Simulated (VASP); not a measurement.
# Sn (I4_1/amd) in VASP: single point with PBEsol

Aim: the single point of Sn with PBEsol.

Program: VASP 6.6.1. These are calculated values, not measurements. Logs are shortened: lines on timing, memory, paths and dates and some standing lists are left out, and cuts for length are marked.

## 1. The cell of the first run

It takes space group I4_1/amd (No. 141, tetragonal). Conventional cell: a = 4.756 Å, b = 4.756 Å, c = 6.467 Å, α = 90.00°, β = 90.00°, γ = 90.00°. Sn (site symmetry -4m2) has 4 Sn at 2.88 Å within 3.8 Å.

## 2. Single point, PBEsol

INCAR reads:

```
SYSTEM = Sn
  PREC = Accurate
  ENCUT = 520
  EDIFF = 1E-6
  ISMEAR = -1
  SIGMA = 0.05
  LREAL = .False.
  LASPH = .True.
  NELM = 80
  ALGO = Fast
  ISIF = 2
  LWAVE = .False.
  LCHARG = .False.
  GGA = PS
  NBANDS = 21
```

KPOINTS reads:

```
Automatic mesh
0
Gamma
  6 6 6
  0 0 0
```

POSCAR reads:

```
Sn
1.0
    0.0000000000      3.3626765120      3.2333428000
    3.3626765120      0.0000000000      3.2333428000
    3.3626765120      3.3626765120      0.0000000000
Sn
2
Direct
    0.7500000000      0.7500000000      0.7500000000
    0.5000000000      0.5000000000      0.5000000000
```

Potentials or basis: VASP PAW PBE potentials, release 64 (Sn_d).

Started as:

```
> cat potpaw_PBE.64/Sn_d/POTCAR > POTCAR
> mpirun -np 1 vasp_std > vasp.out
```

OUTCAR:

```text
SYSTEM = Sn
   PREC = Accurate
   ENCUT = 520
   EDIFF = 1E-6
   ISMEAR = -1
   LREAL = .False.
   LASPH = .True.
   NELM = 80
   ISIF = 2
   GGA = PS

 ion  position               nearest neighbor table
   1  0.750  0.750  0.750-   2 2.88   2 2.88   2 2.88   2 2.88
   2  0.500  0.500  0.500-   1 2.88   1 2.88   1 2.88   1 2.88

  LATTYP: Found a body centered tetragonal cell.
 ALAT       =     4.7555427291
 C/A-ratio  =     1.3598207331

  Lattice vectors:

 A1 = (   0.0000000000,  -3.3626765120,  -3.2333428000)
 A2 = (   0.0000000000,   3.3626765120,  -3.2333428000)
 A3 = (   3.3626765120,   0.0000000000,   3.2333428000)

Analysis of symmetry for initial positions (statically):
=====================================================================
 Subroutine PRICEL returns:
 Original cell was already a primitive cell.

 Routine SETGRP: Setting up the symmetry group for a
 body centered tetragonal supercell.

 Subroutine GETGRP returns: Found 16 space group operations
 (whereof  8 operations were pure point group operations)
 out of a pool of 16 trial point group operations.

The static configuration has the point symmetry D_2d.
 The point group associated with its full space group is D_4h.

Analysis of symmetry for dynamics (positions and initial velocities):
=====================================================================
 Subroutine PRICEL returns:
 Original cell was already a primitive cell.

 Routine SETGRP: Setting up the symmetry group for a
 body centered tetragonal supercell.

 Subroutine GETGRP returns: Found 16 space group operations
 (whereof  8 operations were pure point group operations)
 out of a pool of 16 trial point group operations.

The dynamic configuration has the point symmetry D_2d.
 The point group associated with its full space group is D_4h.

 Subroutine INISYM returns: Found 16 space group operations
 (whereof  8 operations are pure point group operations),
 and found     1 'primitive' translations

----------------------------------------------------------------------------------------

                                     Primitive cell

  volume of cell :      73.1227

  direct lattice vectors                    reciprocal lattice vectors
     0.000000000  3.362676512  3.233342800    -0.148691079  0.148691079  0.154638723
     3.362676512  0.000000000  3.233342800     0.148691079 -0.148691079  0.154638723
     3.362676512  3.362676512  0.000000000     0.148691079  0.148691079 -0.154638723

  length of vectors
     4.664986494  4.664986494  4.755542729     0.261019556  0.261019556  0.261019556

  position of ions in fractional coordinates (direct lattice)
     0.750000000  0.750000000  0.750000000
     0.500000000  0.500000000  0.500000000

  ion indices of the primitive-cell ions
   primitive index   ion index
                 1           1
                 2           2

----------------------------------------------------------------------------------------

 KPOINTS: Automatic mesh

Automatic generation of k-mesh.
 Grid dimensions read from file:
 generate k-points for:    6    6    6

 Generating k-lattice:

  Cartesian coordinates                     Fractional coordinates (reciprocal lattice)
    -0.024781847  0.024781847  0.025773120     0.166666667  0.000000000  0.000000000
     0.024781847 -0.024781847  0.025773120     0.000000000  0.166666667  0.000000000
     0.024781847  0.024781847 -0.025773120     0.000000000  0.000000000  0.166666667

  Length of vectors
     0.043503259  0.043503259  0.043503259

  Shift w.r.t. Gamma in fractional coordinates (k-lattice)
     0.000000000  0.000000000  0.000000000

 Subroutine IBZKPT returns following result:
 ===========================================

 Found     30 irreducible k-points:

 Following reciprocal coordinates:
            Coordinates               Weight
  0.000000  0.000000  0.000000      1.000000
  0.166667  0.000000  0.000000      8.000000
  0.333333  0.000000  0.000000      8.000000
  0.500000  0.000000  0.000000      4.000000
  0.166667  0.166667  0.000000      2.000000
  0.333333  0.166667  0.000000      8.000000
[... 16 lines left out ...]
  0.333333  0.000000  0.333333      4.000000
  0.500000  0.000000  0.333333     16.000000
 [... further k-points ...]
   k-points           NKPTS =     30   k-points in BZ     NKDIM =     30   number of bands    NBANDS=     21
   number of dos      NEDOS =    301   number of ions     NIONS =      2
   total plane-waves  NPLWV =  46656
   dimension x,y,z NGX =    36 NGY =   36 NGZ =   36
   dimension x,y,z NGXF=    72 NGYF=   72 NGZF=   72
   ions per type =               2
   NGX,Y,Z   is equivalent  to a cutoff of  12.83, 12.83, 12.59 a.u.
   NGXF,Y,Z  is equivalent  to a cutoff of  25.66, 25.66, 25.17 a.u.
 SYSTEM =  Sn
   PREC   = accura    normal or accurate (medium, high low for compatibility)
   ISTART =      0    job   : 0-new  1-cont  2-samecut
   ICHARG =      2    charge: 1-file 2-atom 10-const
   ISPIN  =      1    spin polarized calculation?
   LNONCOLLINEAR =      F non collinear calculations
   LSORBIT =      F    spin-orbit coupling
   LASPH  =      T    aspherical Exc in radial PAW
   ENCUT  =  520.0 eV  38.22 Ry    6.18 a.u.   8.67  8.67  8.84*2*pi/ulx,y,z
   NELM   =     80;   NELMIN=  2; NELMDL= -5     # of ELM steps
   EDIFF  = 0.1E-05   stopping-criterion for ELM
   LREAL  =      F    real-space projection
   EDIFFG = 0.1E-04   stopping-criterion for IOM
   NSW    =      0    number of steps for IOM
   IBRION =     -1    ionic relax: 0-MD 1-quasi-New 2-CG
   NFREE  =      0    steps in history (QN), initial steepest desc. (CG)
   ISIF   =      2    stress and relaxation
   ISYM   =      2    0-nonsym 1-usesym 2-fastsym
   POTIM  = 0.5000    time-step for ionic-motion
   TEBEG  =    0.0;   TEEND  =   0.0 temperature during run
   PSTRESS=    0.0 pullay stress
   NELECT =      28.0000    total number of electrons
   NUPDOWN=      -1.0000    fix difference up-down
   EMIN   =  10.00;   EMAX   =-10.00  energy-range for DOS
   EFERMI =   0.00;   METHOD = LEGACY
   ISMEAR =    -1;   SIGMA  =   0.05  broadening in eV -4-tet -1-fermi 0-gaus
   EFERMI_NEDOS =   21; number of points for ismear=-14 and -15
   IALGO  =     68    algorithm
   IMIX   =      4    mixing-type and parameters
     AMIX     =   0.40;   BMIX     =  1.00
     AMIX_MAG =   1.60;   BMIX_MAG =  1.00
  volume/ion in A,a.u.               =      36.56       246.73
  Fermi-wavevector in a.u.,A,eV,Ry     =   1.188804  2.246514 19.228496  1.413255
  Thomas-Fermi vector in A             =   2.324925
   LORBIT       =      0    0 simple, 1 ext, 2 COOP (PROOUT), +10 PAW based schemes
   GGA     = PS    functional components
   LHFCALC =     F    Hartree Fock is set to
   AEXX    =    0.0000 exact exchange contribution
   IVDW    =     0    specifies the selected vdW correction
   LEPSILON=     F    determine dielectric tensor
   LRPA    =     F    only Hartree local field effects (RPA)
 non-spin polarized calculation
 RMM-DIIS sequential band-by-band and
  energy-cutoff  :      520.00
  volume of cell :       73.12
 maximum number of plane-waves:      1992
   NGX = 17   NGY = 17   NGZ = 17

 number of electron      28.0000005 magnetization

 Free energy of the ion-electron system (eV)
  ---------------------------------------------------
  ext. energy  EPLUGINS =         0.00000000
  ---------------------------------------------------
  free energy    TOTEN  =        -8.40866734 eV

  energy without entropy =       -8.40434899  energy(sigma->0) =       -8.40650817

 E-fermi :   4.6517     XC(G=0):  -8.7701

 val. band max:        4.6023539422   @ k =   0.5000   0.0000   0.0000
 cond. band min:       4.7759494985   @ k =   0.3333   0.0000   0.0000
 fundamental gap:      0.1735955563
 Fermi energy:         4.6517346480

 k-point     1 :       0.0000    0.0000    0.0000
  band No.  band energies     occupation
      1     -16.6791      2.00000
      2     -16.6666      2.00000
      3     -16.6666      2.00000
      4     -16.6214      2.00000
      5     -16.6176      2.00000
      6     -16.3675      2.00000
[... 13 lines left out ...]
     20      12.3147      0.00000
     21      12.7975      0.00000

 k-point     2 :       0.1667    0.0000    0.0000
  band No.  band energies     occupation
      1     -16.6891      2.00000
      2     -16.6797      2.00000
      3     -16.6652      2.00000
      4     -16.6012      2.00000
      5     -16.5987      2.00000
      6     -16.3942      2.00000
[... 13 lines left out ...]
     20      11.4680      0.00000
     21      11.7386      0.00000

 k-point     3 :       0.3333    0.0000    0.0000
  band No.  band energies     occupation
      1     -16.7032      2.00000
      2     -16.6916      2.00000
      3     -16.6544      2.00000
      4     -16.5768      2.00000
      5     -16.5756      2.00000
      6     -16.4159      2.00000
[... 13 lines left out ...]
     20      12.0118      0.00000
     21      12.0137      0.00000

 k-point     4 :       0.5000    0.0000    0.0000
  band No.  band energies     occupation
      1     -16.7078      2.00000
      2     -16.6946      2.00000
      3     -16.6484      2.00000
      4     -16.5687      2.00000
      5     -16.5682      2.00000
      6     -16.4225      2.00000
[... 13 lines left out ...]
     20      12.9863      0.00000
     21      13.3661      0.00000

 k-point     5 :       0.1667    0.1667    0.0000
  band No.  band energies     occupation
      1     -16.6779      2.00000
      2     -16.6776      2.00000
      3     -16.6776      2.00000
      4     -16.6028      2.00000
      5     -16.5832      2.00000
      6     -16.4177      2.00000
[... 13 lines left out ...]
     20      11.2432      0.00000
     21      12.6355      0.00000
[... 382 lines left out ...]
     20      12.2809      0.00000
     21      14.1084      0.00000

 k-point    22 :      -0.3333    0.5000    0.1667
  band No.  band energies     occupation
      1     -16.7204      2.00000
      2     -16.7204      2.00000
      3     -16.5547      2.00000
      4     -16.5547      2.00000
      5     -16.4897      2.00000
      6     -16.4897      2.00000
[... 13 lines left out ...]
     20      13.4980      0.00000
     21      14.7049      0.00000

 k-point    23 :       0.3333    0.0000    0.3333
  band No.  band energies     occupation
      1     -16.7117      2.00000
      2     -16.7047      2.00000
      3     -16.6601      2.00000
      4     -16.5532      2.00000
      5     -16.5206      2.00000
      6     -16.4942      2.00000
[... 13 lines left out ...]
     20      13.6404      0.00000
     21      13.9208      0.00000

 k-point    24 :       0.5000    0.0000    0.3333
  band No.  band energies     occupation
      1     -16.7262      2.00000
      2     -16.7154      2.00000
      3     -16.6217      2.00000
      4     -16.5450      2.00000
      5     -16.5227      2.00000
      6     -16.4690      2.00000
[... 13 lines left out ...]
     20      13.7506      0.00000
     21      14.0436      0.00000

 [... further k-points ...]

------------------------ aborting loop because EDIFF is reached ----------------------------------------

  FORCE on cell =-STRESS in cart. coord.  units (eV):
  Direction    XX          YY          ZZ          XY          YZ          ZX
  --------------------------------------------------------------------------------------
  -------------------------------------------------------------------------------------
  Total       -0.9240809     -0.9240809     -0.4405254      0.0000000     -0.0000000      0.0000000
  in kB      -20.2473703    -20.2473703     -9.6522732      0.0000000     -0.0000000      0.0000000
  external PRESSURE =     -16.7156713 kB  Pullay stress =       0.0000000 kB

 VOLUME and BASIS-vectors are now :
 -----------------------------------------------------------------------------
  energy-cutoff  :      520.00
  volume of cell :       73.12
      direct lattice vectors                 reciprocal lattice vectors
     0.000000000  3.362676512  3.233342800    -0.148691079  0.148691079  0.154638723
     3.362676512  0.000000000  3.233342800     0.148691079 -0.148691079  0.154638723
     3.362676512  3.362676512  0.000000000     0.148691079  0.148691079 -0.154638723

 POSITION                                       TOTAL-FORCE (eV/Angst)
 -----------------------------------------------------------------------------------
      5.04401      5.04401      4.85001         0.000000      0.000000      0.000000
      3.36268      3.36268      3.23334        -0.000000     -0.000000     -0.000000
 -----------------------------------------------------------------------------------
    total drift:                                0.000000      0.000000      0.000000

  FREE ENERGIE OF THE ION-ELECTRON SYSTEM (eV)
  ---------------------------------------------------
  free  energy   TOTEN  =        -8.4086673390 eV

  energy  without entropy=       -8.4043489912  energy(sigma->0) =       -8.40650817
```

Wall time 17 s (1 thread of Intel Xeon 6975P-C (Granite Rapids), shared host); peak memory 0.21 GiB.

What came out:

| Property | Result |
| --- | --- |
| Free energy | -8.4087 eV |
| Pressure | -1.7 GPa |
| Band gap on the k mesh | zero (band 14 reaches 4.81 eV, above the bottom of band 15 at 4.60 eV) |

Stress tensor (GPa, compression positive):
```
-2.02  0.00  0.00
 0.00 -2.02  0.00
 0.00  0.00 -0.97
```

Caveat: the PAW data sets were made with another functional, which shifts forces and pressure a little; spin-orbit coupling is left out, which moves the levels of the heavy elements.
